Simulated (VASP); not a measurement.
# SnO in VASP: a series of runs

The runs below take SnO through single point, with PBE+D3(BJ).

Everything below comes from runs of VASP 6.6.1. Logs are shortened: lines on timing, memory, paths and dates and some standing lists are left out, and cuts for length are marked.

## 1. The cell of the first run

The cell holds a slab with vacuum, 8 atoms: a = 3.820 Å, b = 3.820 Å, c = 22.226 Å, α = 90.00°, β = 90.00°, γ = 90.00°.

## 2. Single point, PBE+D3(BJ)

Contents of INCAR:

```
SYSTEM = SnO
  PREC = Accurate
  ENCUT = 520
  EDIFF = 1E-7
  ISMEAR = 0
  SIGMA = 0.05
  LREAL = .FALSE.
  LASPH = .TRUE.
  NELM = 60
  ALGO = Normal
  ISIF = 2
  LWAVE = .FALSE.
  LCHARG = .FALSE.
  LDIPOL = .TRUE.
  IDIPOL = 3
  DIPOL = 0.5 0.5 0.394
  GGA = PE
  IVDW = 12
  NBANDS = 50
```

Contents of KPOINTS:

```
Automatic mesh
0
G
  7 7 1
  0 0 0
```

Contents of POSCAR:

```
SnO
1.0
    3.8201526160      0.0002954389      0.0000000000
   -0.0003145156      3.8201526145      0.0000000000
    0.0000000000      0.0000000000     22.2260756252
Sn O
4 4
Direct
    0.9999453016      0.9999453016      0.2024648920
    0.4999453016      0.4999453016      0.3087831576
    0.7499453016      0.7499453016      0.4797535108
    0.2499453016      0.2499453016      0.5860717765
    0.9999461184      0.4999461184      0.2556240248
    0.4999461184      0.9999461184      0.2556240248
    0.7499461184      0.2499461184      0.5329126436
    0.2499461184      0.7499461184      0.5329126436
```

Potentials or basis: VASP PAW PBE potentials, release 64 (Sn_d, O).

The run is started by

```sh
cat potpaw_PBE.64/Sn_d/POTCAR potpaw_PBE.64/O/POTCAR > POTCAR
mpirun -np 1 vasp_std > vasp.out
```

OUTCAR:

```text
SYSTEM = SnO
   PREC = Accurate
   ENCUT = 520
   EDIFF = 1E-7
   ISMEAR = 0
   LREAL = .FALSE.
   LASPH = .TRUE.
   NELM = 60
   ISIF = 2
   GGA = PE
   IVDW = 12
 IVDW          = 12

 ion  position               nearest neighbor table
   1  1.000  1.000  0.202-   6 2.25   5 2.25   6 2.25   5 2.25   2 3.59   2 3.59   2 3.59   2 3.59

   2  0.500  0.500  0.309-   5 2.25   6 2.25   5 2.25   6 2.25   1 3.59   1 3.59   1 3.59   1 3.59

   3  0.750  0.750  0.480-   8 2.25   7 2.25   8 2.25   7 2.25   4 3.59   4 3.59   4 3.59   4 3.59

   4  0.250  0.250  0.586-   7 2.25   8 2.25   7 2.25   8 2.25   3 3.59   3 3.59   3 3.59   3 3.59

   5  1.000  0.500  0.256-   2 2.25   1 2.25   2 2.25   1 2.25
   6  0.500  1.000  0.256-   1 2.25   2 2.25   1 2.25   2 2.25
   7  0.750  0.250  0.533-   3 2.25   4 2.25   3 2.25   4 2.25
   8  0.250  0.750  0.533-   3 2.25   4 2.25   3 2.25   4 2.25

  LATTYP: Found a simple tetragonal cell.
 ALAT       =     3.8201526274
 C/A-ratio  =     5.8181119429

  Lattice vectors:

 A1 = (   3.8201526160,   0.0002954389,   0.0000000000)
 A2 = (  -0.0003145156,   3.8201526145,   0.0000000000)
 A3 = (   0.0000000000,   0.0000000000,  22.2260756252)

Analysis of symmetry for initial positions (statically):
=====================================================================
 Subroutine PRICEL returns:
 Original cell was already a primitive cell.

 Routine SETGRP: Setting up the symmetry group for a
 simple tetragonal supercell.

 Subroutine GETGRP returns: Found  4 space group operations
 (whereof  2 operations were pure point group operations)
 out of a pool of 16 trial point group operations.

The static configuration has the point symmetry C_1h.
 The point group associated with its full space group is C_2h.

Analysis of symmetry for dynamics (positions and initial velocities):
=====================================================================
 Subroutine PRICEL returns:
 Original cell was already a primitive cell.

 Routine SETGRP: Setting up the symmetry group for a
 simple tetragonal supercell.

 Subroutine GETGRP returns: Found  4 space group operations
 (whereof  2 operations were pure point group operations)
 out of a pool of 16 trial point group operations.

The dynamic configuration has the point symmetry C_1h.
 The point group associated with its full space group is C_2h.

 Subroutine INISYM returns: Found  4 space group operations
 (whereof  2 operations are pure point group operations),
 and found     1 'primitive' translations

----------------------------------------------------------------------------------------

                                     Primitive cell

  volume of cell :     324.3577

  direct lattice vectors                    reciprocal lattice vectors
     3.820152616  0.000295439  0.000000000     0.261769645  0.000021552  0.000000000
    -0.000314516  3.820152614  0.000000000    -0.000020244  0.261769645  0.000000000
     0.000000000  0.000000000 22.226075625     0.000000000  0.000000000  0.044992198

  length of vectors
     3.820152627  3.820152627 22.226075625     0.261769646  0.261769646  0.044992198

  position of ions in fractional coordinates (direct lattice)
     0.999945302  0.999945302  0.202464892
     0.499945302  0.499945302  0.308783158
     0.749945302  0.749945302  0.479753511
     0.249945302  0.249945302  0.586071776
     0.999946118  0.499946118  0.255624025
     0.499946118  0.999946118  0.255624025
     0.749946118  0.249946118  0.532912644
     0.249946118  0.749946118  0.532912644

  ion indices of the primitive-cell ions
   primitive index   ion index
                 1           1
                 2           2
                 3           3
                 4           4
                 5           5
                 6           6
                 7           7
                 8           8

----------------------------------------------------------------------------------------

 KPOINTS: Automatic mesh

Automatic generation of k-mesh.
 Grid dimensions read from file:
 generate k-points for:    7    7    1

 Generating k-lattice:

  Cartesian coordinates                     Fractional coordinates (reciprocal lattice)
     0.037395664  0.000003079  0.000000000     0.142857143 -0.000000000  0.000000000
    -0.000002892  0.037395664  0.000000000     0.000000000  0.142857143  0.000000000
     0.000000000  0.000000000  0.044992198     0.000000000  0.000000000  1.000000000

  Length of vectors
     0.037395664  0.037395664  0.044992198

  Shift w.r.t. Gamma in fractional coordinates (k-lattice)
     0.000000000  0.000000000  0.000000000

 Subroutine IBZKPT returns following result:
 ===========================================

 Found     16 irreducible k-points:

 Following reciprocal coordinates:
            Coordinates               Weight
  0.000000  0.000000  0.000000      1.000000
  0.142857  0.000000  0.000000      4.000000
  0.285714  0.000000  0.000000      4.000000
  0.428571  0.000000  0.000000      4.000000
  0.142857  0.142857  0.000000      2.000000
 -0.142857  0.142857  0.000000      2.000000
[... 8 lines left out ...]
  0.428571  0.428571  0.000000      2.000000
 -0.428571  0.428571  0.000000      2.000000
   k-points           NKPTS =     16   k-points in BZ     NKDIM =     16   number of bands    NBANDS=     50
   number of dos      NEDOS =    301   number of ions     NIONS =      8
   total plane-waves  NPLWV = 131712
   dimension x,y,z NGX =    28 NGY =   28 NGZ =  168
   dimension x,y,z NGXF=    56 NGYF=   56 NGZF=  336
   ions per type =               4   4
   NGX,Y,Z   is equivalent  to a cutoff of  12.19, 12.19, 12.57 a.u.
   NGXF,Y,Z  is equivalent  to a cutoff of  24.37, 24.37, 25.13 a.u.
 SYSTEM =  SnO
   PREC   = accura    normal or accurate (medium, high low for compatibility)
   ISTART =      0    job   : 0-new  1-cont  2-samecut
   ICHARG =      2    charge: 1-file 2-atom 10-const
   ISPIN  =      1    spin polarized calculation?
   LNONCOLLINEAR =      F non collinear calculations
   LSORBIT =      F    spin-orbit coupling
   LASPH  =      T    aspherical Exc in radial PAW
   ENCUT  =  520.0 eV  38.22 Ry    6.18 a.u.   7.10  7.10 41.33*2*pi/ulx,y,z
   NELM   =     60;   NELMIN=  2; NELMDL= -5     # of ELM steps
   EDIFF  = 0.1E-06   stopping-criterion for ELM
   LREAL  =      F    real-space projection
   EDIFFG = 0.1E-05   stopping-criterion for IOM
   NSW    =      0    number of steps for IOM
   IBRION =     -1    ionic relax: 0-MD 1-quasi-New 2-CG
   NFREE  =      0    steps in history (QN), initial steepest desc. (CG)
   ISIF   =      2    stress and relaxation
   ISYM   =      2    0-nonsym 1-usesym 2-fastsym
   POTIM  = 0.5000    time-step for ionic-motion
   TEBEG  =    0.0;   TEEND  =   0.0 temperature during run
   PSTRESS=    0.0 pullay stress
   NELECT =      80.0000    total number of electrons
   NUPDOWN=      -1.0000    fix difference up-down
   EMIN   =  10.00;   EMAX   =-10.00  energy-range for DOS
   EFERMI =   0.00;   METHOD = LEGACY
   ISMEAR =     0;   SIGMA  =   0.05  broadening in eV -4-tet -1-fermi 0-gaus
   EFERMI_NEDOS =   21; number of points for ismear=-14 and -15
   IALGO  =     38    algorithm
   IMIX   =      4    mixing-type and parameters
     AMIX     =   0.40;   BMIX     =  1.00
     AMIX_MAG =   1.60;   BMIX_MAG =  1.00
  volume/ion in A,a.u.               =      40.54       273.61
  Fermi-wavevector in a.u.,A,eV,Ry     =   1.026668  1.940121 14.341187  1.054047
  Thomas-Fermi vector in A             =   2.160573
   LORBIT       =      0    0 simple, 1 ext, 2 COOP (PROOUT), +10 PAW based schemes
   GGA     = PE    functional components
   LHFCALC =     F    Hartree Fock is set to
   AEXX    =    0.0000 exact exchange contribution
   IVDW    =    12    specifies the selected vdW correction
   LEPSILON=     F    determine dielectric tensor
   LRPA    =     F    only Hartree local field effects (RPA)
 non-spin polarized calculation
 Gauss-broadening in eV      SIGMA  =   0.05
  energy-cutoff  :      520.00
  volume of cell :      324.36
 maximum number of plane-waves:      8769
   NGX = 15   NGY = 15   NGZ = 83

 dipolmoment           0.000000      0.000000      0.000146 electrons x Angstroem

 number of electron      79.9999971 magnetization

 dipolmoment           0.000000      0.000000     -0.000001 electrons x Angstroem

 Free energy of the ion-electron system (eV)
  ---------------------------------------------------
  ext. energy  EPLUGINS =         0.00000000
  ---------------------------------------------------
  free energy    TOTEN  =       -45.14282252 eV

  energy without entropy =      -45.14282252  energy(sigma->0) =      -45.14282252

 E-fermi :   0.2101     XC(G=0):  -5.2713

 val. band max:       -0.0828433713   @ k =  -0.1429   0.1429   0.0000
 cond. band min:       2.2254564255   @ k =  -0.4286   0.4286   0.0000
 fundamental gap:      2.3082997968
 Fermi energy:         0.2100953167

 k-point     1 :       0.0000    0.0000    0.0000
  band No.  band energies     occupation
      1     -21.0533      2.00000
      2     -21.0533      2.00000
      3     -20.6931      2.00000
      4     -20.6930      2.00000
      5     -20.6563      2.00000
      6     -20.6561      2.00000
[... 42 lines left out ...]
     49       5.1239      0.00000
     50       5.1877      0.00000

 k-point     2 :       0.1429    0.0000    0.0000
  band No.  band energies     occupation
      1     -21.0445      2.00000
      2     -21.0443      2.00000
      3     -20.6938      2.00000
      4     -20.6936      2.00000
      5     -20.6578      2.00000
      6     -20.6575      2.00000
[... 42 lines left out ...]
     49       5.2928      0.00000
     50       5.4799      0.00000

 k-point     3 :       0.2857    0.0000    0.0000
  band No.  band energies     occupation
      1     -21.0196      2.00000
      2     -21.0194      2.00000
      3     -20.7903      2.00000
      4     -20.7900      2.00000
      5     -20.6618      2.00000
      6     -20.6617      2.00000
[... 42 lines left out ...]
     49       5.6239      0.00000
     50       5.7918      0.00000

 k-point     4 :       0.4286    0.0000    0.0000
  band No.  band energies     occupation
      1     -20.9758      2.00000
      2     -20.9756      2.00000
      3     -20.9012      2.00000
      4     -20.9008      2.00000
      5     -20.6649      2.00000
      6     -20.6648      2.00000
[... 575 lines left out ...]
 k-point    15 :       0.4286    0.4286    0.0000
  band No.  band energies     occupation
      1     -20.9952      2.00000
      2     -20.9940      2.00000
      3     -20.9807      2.00000
      4     -20.9801      2.00000
      5     -20.6599      2.00000
      6     -20.6594      2.00000
[... 42 lines left out ...]
     49       5.8146      0.00000
     50       6.4370      0.00000

 k-point    16 :      -0.4286    0.4286    0.0000
  band No.  band energies     occupation
      1     -20.9947      2.00000
      2     -20.9940      2.00000
      3     -20.9813      2.00000
      4     -20.9800      2.00000
      5     -20.6596      2.00000
      6     -20.6595      2.00000
[... 42 lines left out ...]
     49       5.8224      0.00000
     50       6.5056      0.00000

------------------------ aborting loop because EDIFF is reached ----------------------------------------

 vacuum level on the upper side and lower side of the slab       (xc-potential included)        -0.118        -0.117

 Edisp (eV)   -1.27457

 E8    (eV) :    -0.5639

  FORCE on cell =-STRESS in cart. coord.  units (eV):
  Direction    XX          YY          ZZ          XY          YZ          ZX
  --------------------------------------------------------------------------------------
  -------------------------------------------------------------------------------------
  Total       0.30155     0.30158     0.15610     0.07030     0.44930     0.44922
  in kB       1.48953     1.48964     0.77106     0.34723     2.21932     2.21896
  external pressure =        1.25 kB  Pullay stress =        0.00 kB

 VOLUME and BASIS-vectors are now :
 -----------------------------------------------------------------------------
  energy-cutoff  :      520.00
  volume of cell :      324.36
      direct lattice vectors                 reciprocal lattice vectors
     3.820152616  0.000295439  0.000000000     0.261769645  0.000021552  0.000000000
    -0.000314516  3.820152614  0.000000000    -0.000020244  0.261769645  0.000000000
     0.000000000  0.000000000 22.226075625     0.000000000  0.000000000  0.044992198

 POSITION                                       TOTAL-FORCE (eV/Angst)
 -----------------------------------------------------------------------------------
      3.81963      3.82024      4.50000        -0.008675     -0.008676     -0.074621
      1.90971      1.91002      6.86304        -0.051844     -0.051853      0.058352
      2.86467      2.86513     10.66304         0.051844      0.051853     -0.058352
      0.95475      0.95490     13.02608         0.008675      0.008676      0.074621
      3.81979      1.91017      5.68152        -0.046418      0.017533      0.008396
      1.90956      3.82009      5.68152         0.017540     -0.046415      0.008396
      2.86483      0.95505     11.84456        -0.017540      0.046415     -0.008396
      0.95460      2.86498     11.84456         0.046418     -0.017533     -0.008396
 -----------------------------------------------------------------------------------
    total drift:                               -0.013976     -0.013978     -0.000049

  FREE ENERGIE OF THE ION-ELECTRON SYSTEM (eV)
  ---------------------------------------------------
  free  energy   TOTEN  =       -46.4173946313 eV

  energy  without entropy=      -46.4173946313  energy(sigma->0) =      -46.41739463

 vacuum level on the upper side and lower side of the slab         4.831         4.833
```

It took 6.2 min on 1 thread of Intel Xeon Platinum 8488C (Sapphire Rapids), shared host; peak memory 0.44 GiB.

What came out:

* Free energy: -46.4174 eV
* Largest force: 0.094 eV/Å
* Band gap on the k mesh: 2.31 eV, indirect (least direct gap 2.48 eV)
* Dispersion energy per atom: -0.159 eV

Forces on the atoms (eV/Å):
```
Sn  -0.009 -0.009 -0.075
Sn  -0.052 -0.052  0.058
Sn   0.052  0.052 -0.058
Sn   0.009  0.009  0.075
O   -0.046  0.018  0.008
O    0.018 -0.046  0.008
O   -0.018  0.046 -0.008
O    0.046 -0.018 -0.008
```

Caveat: spin-orbit coupling is left out, which moves the levels of the heavy elements.

## 3. Single point, PBE+D3(BJ)

INCAR, as its differences from that of step 2:

```diff
@@ -3,3 +3,3 @@
   ENCUT = 520
-  EDIFF = 1E-7
+  EDIFF = 1E-6
   ISMEAR = 0
@@ -8,3 +8,3 @@
   LASPH = .TRUE.
-  NELM = 60
+  NELM = 100
   ALGO = Normal
```

KPOINTS is that of step 2.

Contents of POSCAR:

```
SnO
1.0
    3.8201526160      0.0002954389      0.0000000000
   -0.0003145156      3.8201526145      0.0000000000
    0.0000000000      0.0000000000     22.2260756252
Sn O
4 4
Direct
    0.9999453016      0.9999453016      0.2024648920
    0.4999453016      0.4999453016      0.3087831576
    0.6249453016      0.6249453016      0.4797535108
    0.1249453016      0.1249453016      0.5860717765
    0.9999461184      0.4999461184      0.2556240248
    0.4999461184      0.9999461184      0.2556240248
    0.6249461184      0.1249461184      0.5329126436
    0.1249461184      0.6249461184      0.5329126436
```

Potentials or basis: VASP PAW PBE potentials, release 64 (Sn_d, O).

The run is started by

```sh
cat potpaw_PBE.64/Sn_d/POTCAR potpaw_PBE.64/O/POTCAR > POTCAR
mpirun -np 1 vasp_std > vasp.out
```

Wall time 9.6 min (1 thread of Oxide Virtual Turin-like, shared host); peak memory 0.42 GiB.

The run converged. Its results:

```
Free energy                : -46.3231 eV
Largest force              : 0.157 eV/Å
Band gap on the k mesh     : 2.10 eV, indirect (least direct gap 2.36 eV)
Dispersion energy per atom : -0.159 eV
```

Forces in eV/Å, atoms in the order of the input:
```
Sn  -0.009 -0.009 -0.080
Sn  -0.058 -0.058 -0.134
Sn   0.058  0.058  0.134
Sn   0.009  0.009  0.080
O   -0.044  0.018 -0.007
O    0.018 -0.044 -0.007
O   -0.018  0.044  0.007
O    0.044 -0.018  0.007
```

Levels at points of the mesh, in eV from the valence-band top:
| k point | band 38 | band 39 | band 40 | band 41 | band 42 | band 43 |
| --- | --- | --- | --- | --- | --- | --- |
| (0.00, 0.00, 0.00) | -2.09 | -0.88 | -0.06 | 2.39 | 2.71 | 2.72 |

Caveat: spin-orbit coupling is left out, which moves the levels of the heavy elements.

## 4. Single point, PBE+D3(BJ)

Contents of INCAR:

```
SYSTEM = SnO
PREC = Accurate ; ENCUT = 520
EDIFF = 1E-6 ; ISMEAR = 0
SIGMA = 0.05 ; LREAL = .FALSE.
LASPH = .TRUE. ; NELM = 80
ALGO = Normal ; ISIF = 2
LWAVE = .FALSE. ; LCHARG = .FALSE.
LDIPOL = .TRUE. ; IDIPOL = 3
DIPOL = 0.5 0.5 0.394 ; GGA = PE
IVDW = 12 ; NBANDS = 50
```

KPOINTS is that of step 3.

Contents of POSCAR:

```
SnO
1.0
    3.8201526160      0.0002954389      0.0000000000
   -0.0003145156      3.8201526145      0.0000000000
    0.0000000000      0.0000000000     22.2260756252
Sn O
4 4
Direct
    0.9999453016      0.9999453016      0.2024648920
    0.4999453016      0.4999453016      0.3087831576
    0.8749453016      0.8749453016      0.4797535108
    0.3749453016      0.3749453016      0.5860717765
    0.9999461184      0.4999461184      0.2556240248
    0.4999461184      0.9999461184      0.2556240248
    0.8749461184      0.3749461184      0.5329126436
    0.3749461184      0.8749461184      0.5329126436
```

The run is started by

```sh
cat potpaw_PBE.64/Sn_d/POTCAR potpaw_PBE.64/O/POTCAR > POTCAR
mpirun -np 1 vasp_std > vasp.out
```

It took 10 min on 1 thread of Oxide Virtual Turin-like, shared host; peak memory 0.41 GiB.

It converged, with:

- Free energy: -46.4799 eV
- Largest force: 0.174 eV/Å
- Band gap on the k mesh: 2.40 eV, indirect (least direct gap 2.51 eV)
- Dispersion energy per atom: -0.160 eV

Forces on the atoms (eV/Å):
```
Sn  -0.004 -0.004 -0.071
Sn  -0.020 -0.020  0.172
Sn   0.020  0.020 -0.172
Sn   0.004  0.004  0.071
O   -0.024  0.009  0.018
O    0.009 -0.024  0.018
O   -0.009  0.024 -0.018
O    0.024 -0.009 -0.018
```

Levels at points of the mesh, in eV from the valence-band top:
| k point | band 38 | band 39 | band 40 | band 41 | band 42 | band 43 |
| --- | --- | --- | --- | --- | --- | --- |
| (0.00, 0.00, 0.00) | -2.03 | -0.73 | -0.02 | 2.49 | 2.78 | 2.79 |

Caveat: spin-orbit coupling is left out, which moves the levels of the heavy elements.
